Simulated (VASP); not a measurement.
# La (I4_1/amd) in VASP: a series of runs

The runs below take La through single point, with PBE.

Everything below comes from runs of VASP 6.6.1. Logs are shortened: lines on timing, memory, paths and dates and some standing lists are left out, and cuts for length are marked.

## (1) The cell of the first run

The structure is tetragonal, space group I4_1/amd (No. 141). The conventional cell has a = 4.735 Å, b = 4.735 Å, c = 2.544 Å, α = 90.00°, β = 90.00°, γ = 90.00°. Within 3.2 Å of La (site symmetry -4m2) lie 10 La at 2.45 to 3.04 Å.

## (2) Single point, PBE (volume scaled by 0.4)

Contents of INCAR:

```
SYSTEM = La
PREC = Accurate
ENCUT = 520
EDIFF = 1E-6
ISMEAR = -1
SIGMA = 0.08
LREAL = .False.
LASPH = .True.
NELM = 60
ALGO = Normal
ISIF = 2
LWAVE = .False.
LCHARG = .False.
GGA = PE
NBANDS = 18
```

Contents of KPOINTS:

```
regular mesh
0
Gamma
  13 13 13
  0 0 0
```

Contents of POSCAR:

```
La
1.0
   -2.3674763670      2.3674763670      1.2720675788
    2.3674763670     -2.3674763670      1.2720675788
    2.3674763670      2.3674763670     -1.2720675788
La
2
Direct
   -0.3750000000     -0.1250000000     -0.2500000000
    0.3750000000      0.1250000000      0.2500000000
```

Potentials or basis: VASP PAW PBE potentials, release 64 (La).

On the command line:

```bash
> cat potpaw_PBE.64/La/POTCAR > POTCAR
> mpirun -np 1 vasp_std > vasp.out
```

OUTCAR:

```text
SYSTEM = La
   PREC = Accurate
   ENCUT = 520
   EDIFF = 1E-6
   ISMEAR = -1
   LREAL = .False.
   LASPH = .True.
   NELM = 60
   ISIF = 2
   GGA = PE

 ion  position               nearest neighbor table
   1  0.625  0.875  0.750-   2 2.45   2 2.45   2 2.45   2 2.45   2 3.04   2 3.04   2 3.04   2 3.04

   2  0.375  0.125  0.250-   1 2.45   1 2.45   1 2.45   1 2.45   1 3.04   1 3.04   1 3.04   1 3.04

  LATTYP: Found a body centered tetragonal cell.
 ALAT       =     4.7349527340
 C/A-ratio  =     0.5373095151

  Lattice vectors:

 A1 = (  -2.3674763670,   2.3674763670,   1.2720675788)
 A2 = (   2.3674763670,  -2.3674763670,   1.2720675788)
 A3 = (   2.3674763670,   2.3674763670,  -1.2720675788)

Analysis of symmetry for initial positions (statically):
=====================================================================
 Subroutine PRICEL returns:
 Original cell was already a primitive cell.

 Routine SETGRP: Setting up the symmetry group for a
 body centered tetragonal supercell.

 Subroutine GETGRP returns: Found 16 space group operations
 (whereof  4 operations were pure point group operations)
 out of a pool of 16 trial point group operations.

The static configuration has the point symmetry C_2h.
 The point group associated with its full space group is D_4h.

Analysis of symmetry for dynamics (positions and initial velocities):
=====================================================================
 Subroutine PRICEL returns:
 Original cell was already a primitive cell.

 Routine SETGRP: Setting up the symmetry group for a
 body centered tetragonal supercell.

 Subroutine GETGRP returns: Found 16 space group operations
 (whereof  4 operations were pure point group operations)
 out of a pool of 16 trial point group operations.

The dynamic configuration has the point symmetry C_2h.
 The point group associated with its full space group is D_4h.

 Subroutine INISYM returns: Found 16 space group operations
 (whereof  4 operations are pure point group operations),
 and found     1 'primitive' translations

----------------------------------------------------------------------------------------

                                     Primitive cell

  volume of cell :      28.5195

  direct lattice vectors                    reciprocal lattice vectors
    -2.367476367  2.367476367  1.272067579     0.000000000  0.211195350  0.393060878
     2.367476367 -2.367476367  1.272067579     0.211195350  0.000000000  0.393060878
     2.367476367  2.367476367 -1.272067579     0.211195350  0.211195350  0.000000000

  length of vectors
     3.581625975  3.581625975  3.581625975     0.446206600  0.446206600  0.298675328

  position of ions in fractional coordinates (direct lattice)
     0.625000000  0.875000000  0.750000000
     0.375000000  0.125000000  0.250000000

  ion indices of the primitive-cell ions
   primitive index   ion index
                 1           1
                 2           2

----------------------------------------------------------------------------------------

 KPOINTS: regular mesh

Automatic generation of k-mesh.
 Grid dimensions read from file:
 generate k-points for:   13   13   13

 Generating k-lattice:

  Cartesian coordinates                     Fractional coordinates (reciprocal lattice)
     0.000000000  0.016245796  0.030235452     0.076923077  0.000000000  0.000000000
     0.016245796  0.000000000  0.030235452     0.000000000  0.076923077  0.000000000
     0.016245796  0.016245796  0.000000000     0.000000000  0.000000000  0.076923077

  Length of vectors
     0.034323585  0.034323585  0.022975025

  Shift w.r.t. Gamma in fractional coordinates (k-lattice)
     0.000000000  0.000000000  0.000000000

 Subroutine IBZKPT returns following result:
 ===========================================

 Found    196 irreducible k-points:

 Following reciprocal coordinates:
            Coordinates               Weight
  0.000000  0.000000  0.000000      1.000000
  0.076923  0.000000  0.000000      8.000000
  0.153846 -0.000000  0.000000      8.000000
  0.230769  0.000000  0.000000      8.000000
  0.307692 -0.000000  0.000000      8.000000
  0.384615 -0.000000  0.000000      8.000000
[... 16 lines left out ...]
  0.384615  0.153846  0.000000     16.000000
  0.461538  0.153846  0.000000     16.000000
 [... further k-points ...]
   k-points           NKPTS =    196   k-points in BZ     NKDIM =    196   number of bands    NBANDS=     18
   number of dos      NEDOS =    301   number of ions     NIONS =      2
   total plane-waves  NPLWV =  21952
   dimension x,y,z NGX =    28 NGY =   28 NGZ =   28
   dimension x,y,z NGXF=    56 NGYF=   56 NGZF=   56
   ions per type =               2
   NGX,Y,Z   is equivalent  to a cutoff of  13.00, 13.00, 13.00 a.u.
   NGXF,Y,Z  is equivalent  to a cutoff of  25.99, 25.99, 25.99 a.u.
 SYSTEM =  La
   PREC   = accura    normal or accurate (medium, high low for compatibility)
   ISTART =      0    job   : 0-new  1-cont  2-samecut
   ICHARG =      2    charge: 1-file 2-atom 10-const
   ISPIN  =      1    spin polarized calculation?
   LNONCOLLINEAR =      F non collinear calculations
   LSORBIT =      F    spin-orbit coupling
   LASPH  =      T    aspherical Exc in radial PAW
   ENCUT  =  520.0 eV  38.22 Ry    6.18 a.u.   6.66  6.66  6.66*2*pi/ulx,y,z
   NELM   =     60;   NELMIN=  2; NELMDL= -5     # of ELM steps
   EDIFF  = 0.1E-05   stopping-criterion for ELM
   LREAL  =      F    real-space projection
   EDIFFG = 0.1E-04   stopping-criterion for IOM
   NSW    =      0    number of steps for IOM
   IBRION =     -1    ionic relax: 0-MD 1-quasi-New 2-CG
   NFREE  =      0    steps in history (QN), initial steepest desc. (CG)
   ISIF   =      2    stress and relaxation
   ISYM   =      2    0-nonsym 1-usesym 2-fastsym
   POTIM  = 0.5000    time-step for ionic-motion
   TEBEG  =    0.0;   TEEND  =   0.0 temperature during run
   PSTRESS=    0.0 pullay stress
   NELECT =      22.0000    total number of electrons
   NUPDOWN=      -1.0000    fix difference up-down
   EMIN   =  10.00;   EMAX   =-10.00  energy-range for DOS
   EFERMI =   0.00;   METHOD = LEGACY
   ISMEAR =    -1;   SIGMA  =   0.08  broadening in eV -4-tet -1-fermi 0-gaus
   EFERMI_NEDOS =   21; number of points for ismear=-14 and -15
   IALGO  =     38    algorithm
   IMIX   =      4    mixing-type and parameters
     AMIX     =   0.40;   BMIX     =  1.00
     AMIX_MAG =   1.60;   BMIX_MAG =  1.00
  volume/ion in A,a.u.               =      14.26        96.23
  Fermi-wavevector in a.u.,A,eV,Ry     =   1.501419  2.837270 30.671055  2.254259
  Thomas-Fermi vector in A             =   2.612792
   LORBIT       =      0    0 simple, 1 ext, 2 COOP (PROOUT), +10 PAW based schemes
   GGA     = PE    functional components
   LHFCALC =     F    Hartree Fock is set to
   AEXX    =    0.0000 exact exchange contribution
   IVDW    =     0    specifies the selected vdW correction
   LEPSILON=     F    determine dielectric tensor
   LRPA    =     F    only Hartree local field effects (RPA)
 non-spin polarized calculation
  energy-cutoff  :      520.00
  volume of cell :       28.52
 maximum number of plane-waves:       784
   NGX = 13   NGY = 13   NGZ = 13

 number of electron      21.9999998 magnetization

 Free energy of the ion-electron system (eV)
  ---------------------------------------------------
  ext. energy  EPLUGINS =         0.00000000
  ---------------------------------------------------
  free energy    TOTEN  =         1.76102539 eV

  energy without entropy =        1.79727597  energy(sigma->0) =        1.77915068

 E-fermi :  21.5875     XC(G=0): -14.1441

 val. band max:       21.5869532264   @ k =   0.3846   0.0769   0.0769
 cond. band min:      21.5890584676   @ k =  -0.4615  -0.4615   0.3077
 fundamental gap:      0.0021052412
 Fermi energy:        21.5875377456

 k-point     1 :       0.0000    0.0000    0.0000
  band No.  band energies     occupation
      1     -14.7608      2.00000
      2      -8.1579      2.00000
      3       0.8277      2.00000
      4       0.8277      2.00000
      5      10.1551      2.00000
      6      10.1551      2.00000
[... 10 lines left out ...]
     17      23.6849      0.00000
     18      26.5510      0.00000

 k-point     2 :       0.0769    0.0000    0.0000
  band No.  band energies     occupation
      1     -14.6179      2.00000
      2      -8.1560      2.00000
      3       0.8674      2.00000
      4       1.0731      2.00000
      5       9.2939      2.00000
      6       9.7368      2.00000
[... 10 lines left out ...]
     17      24.1026      0.00000
     18      26.4930      0.00000

 k-point     3 :       0.1538   -0.0000    0.0000
  band No.  band energies     occupation
      1     -14.1957      2.00000
      2      -8.1399      2.00000
      3       0.9864      2.00000
      4       1.7564      2.00000
      5       7.2987      2.00000
      6       7.8485      2.00000
[... 10 lines left out ...]
     17      25.1099      0.00000
     18      26.2787      0.00000

 k-point     4 :       0.2308    0.0000    0.0000
  band No.  band energies     occupation
      1     -13.5168      2.00000
      2      -8.0977      2.00000
      3       1.1801      2.00000
      4       2.6629      2.00000
      5       4.9410      2.00000
      6       5.9117      2.00000
[... 375 lines left out ...]
      4       1.2599      2.00000
      5       2.7636      2.00000
      6       4.5341      2.00000
[... 10 lines left out ...]
     17      25.8577      0.00000
     18      25.9871      0.00000

 k-point    23 :       0.3846    0.1538    0.0000
  band No.  band energies     occupation
      1     -10.6799      2.00000
      2      -8.5411      2.00000
      3      -0.5981      2.00000
      4       1.3636      2.00000
      5       2.5544      2.00000
      6       5.0646      2.00000
[... 10 lines left out ...]
     17      25.5847      0.00000
     18      26.0141      0.00000

 k-point    24 :       0.4615    0.1538    0.0000
  band No.  band energies     occupation
      1     -11.0776      2.00000
      2      -8.8927      2.00000
      3       0.0425      2.00000
      4       1.9484      2.00000
      5       2.4954      2.00000
      6       5.5161      2.00000
[... 10 lines left out ...]
     17      25.6301      0.00000
     18      26.1041      0.00000

 [... further k-points ...]
[... 5 lines left out ...]
  --------------------------------------------------------------------------------------
  -------------------------------------------------------------------------------------
  Total       36.8447090     36.8447090     36.9828341      0.0000000      0.0000000      0.0000000
  in kB     2069.8755456   2069.8755456   2077.6351869      0.0000000      0.0000000      0.0000000
  external PRESSURE =    2072.4620927 kB  Pullay stress =       0.0000000 kB

 VOLUME and BASIS-vectors are now :
 -----------------------------------------------------------------------------
  energy-cutoff  :      520.00
  volume of cell :       28.52
      direct lattice vectors                 reciprocal lattice vectors
    -2.367476367  2.367476367  1.272067579     0.000000000  0.211195350  0.393060878
     2.367476367 -2.367476367  1.272067579     0.211195350  0.000000000  0.393060878
     2.367476367  2.367476367 -1.272067579     0.211195350  0.211195350  0.000000000

 POSITION                                       TOTAL-FORCE (eV/Angst)
 -----------------------------------------------------------------------------------
      2.36748      1.18374      0.95405        -0.000000      0.000000     -0.000000
      0.00000      1.18374      0.31802         0.000000     -0.000000      0.000000
 -----------------------------------------------------------------------------------
    total drift:                               -0.000000      0.000000     -0.000000

  FREE ENERGIE OF THE ION-ELECTRON SYSTEM (eV)
  ---------------------------------------------------
  free  energy   TOTEN  =         1.7610253870 eV

  energy  without entropy=        1.7972759684  energy(sigma->0) =        1.77915068
```

Run time: 2.1 min. Hardware: 1 thread of Intel Xeon Platinum 8259CL at 2.50GHz (Skylake/Cascade Lake), shared host; peak memory 0.25 GiB.

What came out:

```yaml
Free_energy: 1.7610 eV
Pressure: 207.2 GPa
Band_gap_on_the_k_mesh: zero (band 11 reaches 22.76 eV, above the bottom of band 12 at 19.16 eV)
```

Caveat: spin-orbit coupling is left out, which moves the levels of the heavy elements.

## (3) Single point, PBE (volume scaled by 0.4)

Contents of INCAR:

```
ALGO = Normal
EDIFF = 1E-7
ENCUT = 520
GGA = PE
ISIF = 2
ISMEAR = -1
LASPH = True
LCHARG = False
LREAL = False
LWAVE = False
NBANDS = 18
NELM = 100
PREC = Accurate
SIGMA = 0.08
```

Contents of KPOINTS:

```
k-points
0
Gamma
  13 13 13
```

POSCAR is that of step 2.

Potentials or basis: VASP PAW PBE potentials, release 64 (La).

On the command line:

```bash
> cat potpaw_PBE.64/La/POTCAR > POTCAR
> mpirun -np 1 vasp_std > vasp.out
```

OUTCAR:

```text
EDIFF = 1E-7
   ENCUT = 520
   GGA = PE
   ISIF = 2
   ISMEAR = -1
   LASPH = True
   LREAL = False
   NELM = 100
   PREC = Accurate

 ion  position               nearest neighbor table
   1  0.625  0.875  0.750-   2 2.45   2 2.45   2 2.45   2 2.45   2 3.04   2 3.04   2 3.04   2 3.04

   2  0.375  0.125  0.250-   1 2.45   1 2.45   1 2.45   1 2.45   1 3.04   1 3.04   1 3.04   1 3.04

  LATTYP: Found a body centered tetragonal cell.
 ALAT       =     4.7349527340
 C/A-ratio  =     0.5373095151
[... 694 lines left out ...]

------------------------ aborting loop because EDIFF is reached ----------------------------------------

  FORCE on cell =-STRESS in cart. coord.  units (eV):
  Direction    XX          YY          ZZ          XY          YZ          ZX
  --------------------------------------------------------------------------------------
  -------------------------------------------------------------------------------------
  Total       36.8442577     36.8442577     36.9821558     -0.0000000      0.0000000      0.0000000
  in kB     2069.8501896   2069.8501896   2077.5970791     -0.0000000      0.0000000      0.0000000
  external PRESSURE =    2072.4324861 kB  Pullay stress =       0.0000000 kB

 VOLUME and BASIS-vectors are now :
 -----------------------------------------------------------------------------
  energy-cutoff  :      520.00
  volume of cell :       28.52
      direct lattice vectors                 reciprocal lattice vectors
    -2.367476367  2.367476367  1.272067579     0.000000000  0.211195350  0.393060878
     2.367476367 -2.367476367  1.272067579     0.211195350  0.000000000  0.393060878
     2.367476367  2.367476367 -1.272067579     0.211195350  0.211195350  0.000000000

 POSITION                                       TOTAL-FORCE (eV/Angst)
 -----------------------------------------------------------------------------------
      2.36748      1.18374      0.95405         0.000000     -0.000000     -0.000000
      0.00000      1.18374      0.31802        -0.000000      0.000000      0.000000
 -----------------------------------------------------------------------------------
    total drift:                               -0.000000      0.000000     -0.000000

  FREE ENERGIE OF THE ION-ELECTRON SYSTEM (eV)
  ---------------------------------------------------
  free  energy   TOTEN  =         1.7610253740 eV

  energy  without entropy=        1.7972760572  energy(sigma->0) =        1.77915072
```

stdout:

```text
POSCAR found type information on POSCAR La
 POSCAR found :  1 types and       2 ions
 scaLAPACK will be used
 LDA part: xc-table for (Slater+PW92), standard interpolation
 POSCAR, INCAR and KPOINTS ok, starting setup
 FFT: planning ... GRIDC
 FFT: planning ... GRID_SOFT
 FFT: planning ... GRID
 WAVECAR not read
 entering main loop
```

Run time: 2.3 min. Hardware: 1 thread of Intel Xeon Platinum 8259CL at 2.50GHz (Skylake/Cascade Lake), shared host; peak memory 0.24 GiB.

Results:

```
Free energy            : 1.7610 eV
Pressure               : 207.2 GPa
Band gap on the k mesh : zero (band 11 reaches 22.76 eV, above the bottom of band 12 at 19.16 eV)
```

Caveat: spin-orbit coupling is left out, which moves the levels of the heavy elements.

[end of part 1 of 2]
